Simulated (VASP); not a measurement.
# TaN (P6_3/mmc) in VASP: notebook, part 2 of 2

VASP 6.6.1. The steps go on from the part before.

### 4 Single point, PBE (biaxial strain in the a-b plane: -6.0 %, then relaxed in part)

File INCAR:

```
PREC = Accurate
ENCUT = 520
EDIFF = 1E-6
ISMEAR = 0
SIGMA = 0.1
LREAL = F
LASPH = T
NELM = 60
ALGO = Normal
ISIF = 2
LWAVE = F
LCHARG = F
GGA = PE
NBANDS = 24
```

File KPOINTS:

```
regular mesh
0
Gamma
  18 18 8
```

File POSCAR:

```
TaN
1.0
    2.7420958628      0.0000000000      0.0000000000
   -1.3710479314      2.3747246768      0.0000000000
    0.0000000000      0.0000000000      6.0462389897
Ta N
2 2
Direct
    0.0000000000      0.0000000000      0.0000000000
    0.0000000000      0.0000000000      0.5000000000
    0.3333333333      0.6666666667      0.2500000000
    0.6666666667      0.3333333333      0.7500000000
```

Potentials or basis: VASP PAW PBE potentials, release 64 (Ta_pv, N).

On the command line:

```console
> cat potpaw_PBE.64/Ta_pv/POTCAR potpaw_PBE.64/N/POTCAR > POTCAR
> mpirun -np 1 vasp_std > vasp.out
```

Run time: 2.2 min. Hardware: 1 thread of Intel Xeon Platinum 8259CL at 2.50GHz (Skylake/Cascade Lake), shared host; peak memory 0.27 GiB.

It converged, with:

| Item | Value |
| --- | --- |
| Free energy | -43.1412 eV |
| Pressure | 40.5 GPa |
| Band gap on the k mesh | zero (bands 16 and 17 overlap by 1.06 eV) |

Stress tensor (GPa, compression positive):
```
60.18  0.00  0.00
 0.00 60.18  0.00
 0.00  0.00  1.26
```

Levels at points of the mesh, in eV from the Fermi level:
```csv
k point,band 12,band 13,band 14,band 15,band 16,band 17,band 18,band 19,band 20,band 21
"(0.00, 0.00, 0.00)",-4.09,-3.53,-1.19,-1.19,-0.08,-0.08,1.24,1.32,1.32,4.80
"(0.50, 0.00, 0.00)",-4.87,-4.07,-3.68,-3.09,-2.14,3.27,4.87,5.49,6.61,6.73
"(0.00, 0.00, 0.50)",-3.16,-3.16,-3.16,-1.13,-1.13,1.43,1.43,1.43,1.43,5.21
"(0.50, 0.00, 0.50)",-6.13,-3.79,-3.79,-2.65,-2.65,4.87,4.87,5.80,5.80,6.70
```

Caveat: the cell differs from its parent crystal (biaxial strain in the a-b plane: -6.0 %, then relaxed in part); the stress differs along the axes, from 1 to 60 GPa; spin-orbit coupling is left out, which moves the levels of the heavy elements.

### 5 Single point, PBE (biaxial strain in the a-b plane: -6.0 %)

File INCAR:

```
SYSTEM = TaN
PREC     = Accurate       ! precision mode
ENCUT    = 520            ! plane-wave cutoff, eV
EDIFF    = 1E-6           ! SCF threshold, eV
ISMEAR   = 0              ! smearing method
SIGMA    = 0.1            ! smearing width, eV
LREAL    = .False.        ! projectors in reciprocal space
LASPH    = .True.         ! aspherical terms in the spheres
NELM     = 80             ! most SCF steps
ALGO     = Normal         ! electronic algorithm
ISIF     = 2              ! what is computed and relaxed
LWAVE    = .False.        ! write WAVECAR
LCHARG   = .False.        ! write CHGCAR
GGA      = PE             ! functional
NBANDS   = 24             ! bands
```

File KPOINTS:

```
regular mesh
0
Gamma
  18 18 8
  0 0 0
```

Changes to POSCAR since step 4:

```diff
@@ -4,3 +4,3 @@
    -1.3710479314      2.3747246768      0.0000000000
-    0.0000000000      0.0000000000      6.0462389897
+    0.0000000000      0.0000000000      6.1279069738
 Ta N
```

On the command line:

```console
> cat potpaw_PBE.64/Ta_pv/POTCAR potpaw_PBE.64/N/POTCAR > POTCAR
> mpirun -np 1 vasp_std > vasp.out
```

Wall time 2.7 min (1 thread of Intel Xeon Platinum 8259CL at 2.50GHz (Skylake/Cascade Lake), shared host); peak memory 0.26 GiB.

It converged, with:

* Free energy: -43.1239 eV
* Pressure: 34.1 GPa
* Band gap on the k mesh: zero (bands 16 and 17 overlap by 1.03 eV)

Stress tensor (GPa, compression positive):
```
 57.08   0.00   0.00
  0.00  57.08   0.00
  0.00   0.00 -11.84
```

Levels at points of the mesh, in eV from the Fermi level:
| k point | band 12 | band 13 | band 14 | band 15 | band 16 | band 17 | band 18 | band 19 | band 20 | band 21 |
| --- | --- | --- | --- | --- | --- | --- | --- | --- | --- | --- |
| (0.00, 0.00, 0.00) | -3.84 | -3.49 | -1.02 | -1.02 | -0.04 | -0.04 | 1.01 | 1.40 | 1.40 | 4.77 |
| (0.50, 0.00, 0.00) | -4.61 | -3.99 | -3.60 | -3.14 | -1.98 | 3.24 | 4.70 | 5.25 | 6.65 | 6.73 |
| (0.00, 0.00, 0.50) | -2.94 | -2.94 | -2.94 | -1.18 | -1.18 | 1.46 | 1.46 | 1.46 | 1.46 | 5.20 |
| (0.50, 0.00, 0.50) | -6.05 | -3.58 | -3.58 | -2.66 | -2.66 | 4.85 | 4.85 | 5.73 | 5.73 | 6.50 |

Caveat: the cell differs from its parent crystal (biaxial strain in the a-b plane: -6.0 %); the stress differs along the axes, from -12 to 57 GPa; spin-orbit coupling is left out, which moves the levels of the heavy elements.

### 6 Single point, PBE (biaxial strain in the a-b plane: -4.0 %, then relaxed in part)

File INCAR:

```
SYSTEM = TaN
PREC = Accurate ; ENCUT = 520
EDIFF = 1E-6 ; ISMEAR = 0
SIGMA = 0.1 ; LREAL = .False.
LASPH = .True. ; NELM = 60
ALGO = Normal ; ISIF = 2
LWAVE = .False. ; LCHARG = .False.
GGA = PE ; NBANDS = 24
```

KPOINTS is that of step 5.

File POSCAR:

```
TaN
1.0
    2.8004383280      0.0000000000      0.0000000000
   -1.4002191640      2.4252507338      0.0000000000
    0.0000000000      0.0000000000      5.9999680339
Ta N
2 2
Direct
    0.0000000000      0.0000000000      0.0000000000
    0.0000000000      0.0000000000      0.5000000000
    0.3333333333      0.6666666667      0.2500000000
    0.6666666667      0.3333333333      0.7500000000
```

Potentials or basis: VASP PAW PBE potentials, release 64 (Ta_pv, N).

On the command line:

```console
> cat potpaw_PBE.64/Ta_pv/POTCAR potpaw_PBE.64/N/POTCAR > POTCAR
> mpirun -np 1 vasp_std > vasp.out
```

OUTCAR:

```text
SYSTEM = TaN
   PREC = Accurate
   ENCUT = 520
   EDIFF = 1E-6
   ISMEAR = 0
   LREAL = .False.
   LASPH = .True.
   NELM = 60
   ISIF = 2
   GGA = PE

 ion  position               nearest neighbor table
   1  0.000  0.000  0.000-   3 2.21   4 2.21   4 2.21   3 2.21   4 2.21   3 2.21   2 3.00   2 3.00

   2  0.000  0.000  0.500-   3 2.21   4 2.21   4 2.21   3 2.21   4 2.21   3 2.21   1 3.00   1 3.00

   3  0.333  0.667  0.250-   1 2.21   2 2.21   1 2.21   2 2.21   1 2.21   2 2.21
   4  0.667  0.333  0.750-   1 2.21   2 2.21   1 2.21   2 2.21   1 2.21   2 2.21

  LATTYP: Found a hexagonal cell.
 ALAT       =     2.8004383280
[... 851 lines left out ...]
  -------------------------------------------------------------------------------------
  Total        9.4203938      9.4203938      0.2642320      0.0000000      0.0000000      0.0000000
  in kB      370.3804420    370.3804420     10.3887768      0.0000000      0.0000000      0.0000000
  external PRESSURE =     250.3832203 kB  Pullay stress =       0.0000000 kB

 VOLUME and BASIS-vectors are now :
 -----------------------------------------------------------------------------
  energy-cutoff  :      520.00
  volume of cell :       40.75
      direct lattice vectors                 reciprocal lattice vectors
     2.800438328  0.000000000  0.000000000     0.357086957  0.206164251  0.000000000
    -1.400219164  2.425250734  0.000000000     0.000000000  0.412328501  0.000000000
     0.000000000  0.000000000  5.999968034     0.000000000  0.000000000  0.166667555

 POSITION                                       TOTAL-FORCE (eV/Angst)
 -----------------------------------------------------------------------------------
      0.00000      0.00000      0.00000        -0.000000      0.000000      0.000000
      0.00000      0.00000      2.99998        -0.000000      0.000000      0.000000
     -0.00000      1.61683      1.49999        -0.000000     -0.000000     -0.000000
      1.40022      0.80842      4.49998         0.000000      0.000000     -0.000000
 -----------------------------------------------------------------------------------
    total drift:                               -0.000000      0.000000      0.000000

  FREE ENERGIE OF THE ION-ELECTRON SYSTEM (eV)
  ---------------------------------------------------
  free  energy   TOTEN  =       -43.6482213912 eV

  energy  without entropy=      -43.6432113513  energy(sigma->0) =      -43.64571637
```

OSZICAR:

```text
N       E                     dE             d eps       ncg     rms          rms(c)
DAV:   1     0.267958513266E+03    0.26796E+03   -0.17287E+04  8880   0.142E+03
DAV:   2    -0.356181423024E+02   -0.30358E+03   -0.28891E+03 10680   0.412E+02
DAV:   3    -0.487845621663E+02   -0.13166E+02   -0.12989E+02 11112   0.837E+01
DAV:   4    -0.489387398321E+02   -0.15418E+00   -0.15376E+00 10128   0.934E+00
DAV:   5    -0.489406945499E+02   -0.19547E-02   -0.19534E-02 11232   0.871E-01    0.361E+01
DAV:   6    -0.438609274501E+02    0.50798E+01   -0.17948E+01 11040   0.309E+01    0.156E+01
DAV:   7    -0.437027402605E+02    0.15819E+00   -0.14001E+00 10256   0.823E+00    0.973E+00
DAV:   8    -0.436533997165E+02    0.49341E-01   -0.18587E-01 11008   0.350E+00    0.138E+00
DAV:   9    -0.436483803541E+02    0.50194E-02   -0.16054E-02 10416   0.820E-01    0.216E-01
DAV:  10    -0.436483402952E+02    0.40059E-04   -0.14444E-03 10856   0.363E-01    0.128E-01
DAV:  11    -0.436482198617E+02    0.12043E-03   -0.30921E-04 10912   0.133E-01    0.868E-03
DAV:  12    -0.436482215602E+02   -0.16985E-05   -0.19161E-05 10080   0.338E-02    0.350E-03
DAV:  13    -0.436482213912E+02    0.16904E-06   -0.27017E-07  5768   0.409E-03
   1 F= -.43648221E+02 E0= -.43645716E+02  d E =-.501004E-02
```

Wall time 2.4 min (1 thread of Intel Xeon Platinum 8259CL at 2.50GHz (Skylake/Cascade Lake), shared host); peak memory 0.29 GiB.

What came out:

```yaml
Free_energy: -43.6482 eV
Pressure: 25.0 GPa
Band_gap_on_the_k_mesh: zero (bands 16 and 17 overlap by 1.20 eV)
```

Caveat: the cell differs from its parent crystal (biaxial strain in the a-b plane: -4.0 %, then relaxed in part); the stress differs along the axes, from 1 to 37 GPa; spin-orbit coupling is left out, which moves the levels of the heavy elements.

### 7 Overview

| task | potentials or basis | cell | cutoff (eV) | smearing | gap on the mesh (eV) | pressure (GPa) |
| --- | --- | --- | --- | --- | --- | --- |
| relaxation of cell and atoms | VASP PAW PBE potentials, release 64 (Ta_pv, N) | relaxed to 18 GPa from a = 2.898, b = 2.898, c = 5.875 Å, angles 90.0, 90.0, 120.0°, 4 atoms | 600 | fermi-dirac 0.15 eV | none | 18.0 |
| single point | VASP PAW PBE potentials, release 64 (Ta_sv_GW, N) | a = 2.979, b = 2.979, c = 6.014 Å, angles 90.0, 90.0, 120.0°, 4 atoms | 700 | gaussian 0.1 eV | none | -16.9 |
| single point | VASP PAW PBE potentials, release 64 (Ta_pv, N) | a = 2.742, b = 2.742, c = 6.046 Å, angles 90.0, 90.0, 120.0°, 4 atoms | 520 | gaussian 0.1 eV | none | 40.5 |
| single point | VASP PAW PBE potentials, release 64 (Ta_pv, N) | a = 2.742, b = 2.742, c = 6.128 Å, angles 90.0, 90.0, 120.0°, 4 atoms | 520 | gaussian 0.1 eV | none | 34.1 |
| single point | VASP PAW PBE potentials, release 64 (Ta_pv, N) | a = 2.800, b = 2.800, c = 6.000 Å, angles 90.0, 90.0, 120.0°, 4 atoms | 520 | gaussian 0.1 eV | none | 25.0 |

Alike in all rows: level PBE; no spin polarisation; k mesh 18 × 18 × 8.

Caveats: spin-orbit coupling is left out, which moves the levels of the heavy elements; the cell is relaxed towards a set pressure, so the run minimises the enthalpy, not the energy (at least some runs); the cell stands under tension (at least some runs); the stress differs along the axes, from 1 to 60 GPa (at least some runs); the stress differs along the axes, from -12 to 57 GPa (at least some runs); the stress differs along the axes, from 1 to 37 GPa (at least some runs).

Absolute energies hang on the potentials; compare differences alone.
